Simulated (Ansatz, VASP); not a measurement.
**Al in VASP and in Ansatz**

File POSCAR:

```
Al
1.0
   -1.5965054807      1.5965054807      1.5965054807
    1.5965054807     -1.5965054807      1.5965054807
    1.5965054807      1.5965054807     -1.5965054807
Al
1
Direct
    0.0000000000      0.0000000000      0.0000000000
```

File INCAR.step1:

```
PREC = Accurate
ENCUT = 520
ISMEAR = -1
SIGMA = 0.1
LREAL = False
LASPH = True
NELM = 80
NBANDS = 8
GGA = PE
ALGO = Normal
EDIFF = 1E-4
LWAVE = True
LCHARG = False
```

File INCAR.step2:

```
PREC = Accurate
ENCUT = 520
EDIFF = 1E-7
ISMEAR = -1
SIGMA = 0.1
LREAL = False
LASPH = True
NELM = 80
ALGO = Normal
ISIF = 2
LWAVE = False
LCHARG = False
METAGGA = R2SCAN
LMIXTAU = True
NBANDS = 8
ISTART = 1
```

The input KPOINTS:

```
regular mesh
0
Gamma
  13 13 13
```

Input for Ansatz:

```yaml
crystal:
  lattice:
    - [-1.5965054806955596, 1.5965054806955596, 1.5965054806955596]
    - [1.5965054806955596, -1.5965054806955596, 1.5965054806955596]
    - [1.5965054806955596, 1.5965054806955596, -1.5965054806955596]
  atoms:
    - { symbol: Al, position: [0.0, 0.0, 0.0] }
basis:
  ecutwfc: 600.0
kpoints:
  mp_grid:
    grid: [13, 13, 13]
hamiltonian:
  xc: r2scan
  pseudopotentials:
    kind: paw
scf:
  convergence:
    dr2_threshold: 1.0e-10
  occupations:
    method: fermi_dirac
output:
  stress: true
```

Alike in both runs: task single point; functional r2SCAN; k mesh 13 × 13 × 13; no spin polarisation.

```csv
,VASP,Ansatz
version,VASP 6.6.1,Ansatz 0.2.0
potentials or method,"VASP PAW PBE potentials, release 64 (Al), cutoff 520 eV","plane waves, PAW"
occupations,"fermi-dirac, width 0.1 eV",fermi-dirac
valence electrons in the cell,3,3
```

|  | VASP | Ansatz | Ansatz less VASP |
| --- | --- | --- | --- |
| pressure (GPa) | -0.8 | -0.4 | +0.31 |

VASP's potentials were made for PBE, not for r2SCAN.
